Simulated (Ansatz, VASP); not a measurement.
# SiNi: VASP beside Ansatz

```
Ni Si
1.0
     2.94277    0.00000    0.00000
     0.00000    3.28033    0.00000
     0.00000    0.00000    4.67745
Ni Si
2 2
Cartesian
  1.4714 1.6402 1.6020
  0.0000 0.0000 3.0754
  1.4714 1.6402 3.9438
  0.0000 0.0000 0.7337
```

Alike in both runs: task single point; functional BLYP; k mesh 9 × 8 × 6; occupations fermi-dirac, width 0.05 eV; collinear spin.

|  | VASP | Ansatz |
| --- | --- | --- |
| version | VASP 6.6.1 | Ansatz 0.2.0 |
| potentials or method | VASP PAW PBE potentials, release 64 (Ni_sv_GW, Si) | Ansatz PAW |
| plane-wave cutoff (eV) | 690 | 420 |
| valence electrons in the cell | 44 | 44 |

Ansatz gave:

```
gap on the k mesh at the Fermi level (eV)                     : none
pressure (GPa)                                                : 15.6
traceless stress, the component that is largest in VASP (GPa) : -2.61
rms of the force components (eV/Å)                            : 0.080
net moment per atom (μB)                                      : 0.00
```

Which values does VASP return?

gap on the k mesh at the Fermi level (eV): none; pressure (GPa): 15.4; traceless stress, the component that is largest in VASP (GPa): -2.45; rms of the force components (eV/Å): 0.068; net moment per atom (μB): 0.00.

VASP's potentials were made for PBE, not for BLYP. Atom by atom the forces differ by 0.014 eV/Å (rms over components). A gap of «none» marks a metal or a gap that the smearing closes. The functional is the same, so the differences come from potentials, cutoffs and numerics.
